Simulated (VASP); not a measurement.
Here is a VASP 6.6.1 calculation.

File INCAR:

```
SYSTEM = PtSe2
  ALGO = Normal
  EDIFF = 1E-6
  ENCUT = 520
  GGA = PS
  ISIF = 2
  ISMEAR = -1
  IVDW = 13
  LASPH = .True.
  LCHARG = .False.
  LREAL = .False.
  LWAVE = .False.
  NBANDS = 18
  NELM = 100
  PREC = Accurate
  SIGMA = 0.05
```

KPOINTS

```
k-points
0
Gamma
  8 8 5
  0 0 0
```

File POSCAR:

```
PtSe2
1.0
    3.7486629704      0.0000000000      0.0000000000
   -1.8743314852      3.2464373626      0.0000000000
    0.0000000000      0.0000000000      5.0955241558
Pt Se
1 2
Direct
    0.0000000000      0.0000000000      0.0000000000
    0.6666666667      0.3333333333      0.7500000000
    0.3333333333      0.6666666667      0.2500000000
```

Potentials or basis: VASP PAW PBE potentials, release 64 (Pt, Se).

Command:

```sh
$ cat potpaw_PBE.64/Pt/POTCAR potpaw_PBE.64/Se/POTCAR > POTCAR
$ mpirun -np 1 vasp_std > vasp.out
```

Q: Estimate the dispersion energy per atom.

A: -0.281 eV.

Q: What does it give for the band gap on the k mesh?

A: Zero (band 11 reaches 6.53 eV, above the bottom of band 12 at 6.21 eV).

Stress tensor (GPa, compression positive):
```
-2.30  0.00  0.00
 0.00 -2.30  0.00
 0.00  0.00 -2.84
```

Caveat: the PAW data sets were made with another functional, which shifts forces and pressure a little; spin-orbit coupling is left out, which moves the levels of the heavy elements; pairwise dispersion overbinds metals, which lowers pressure and volume.
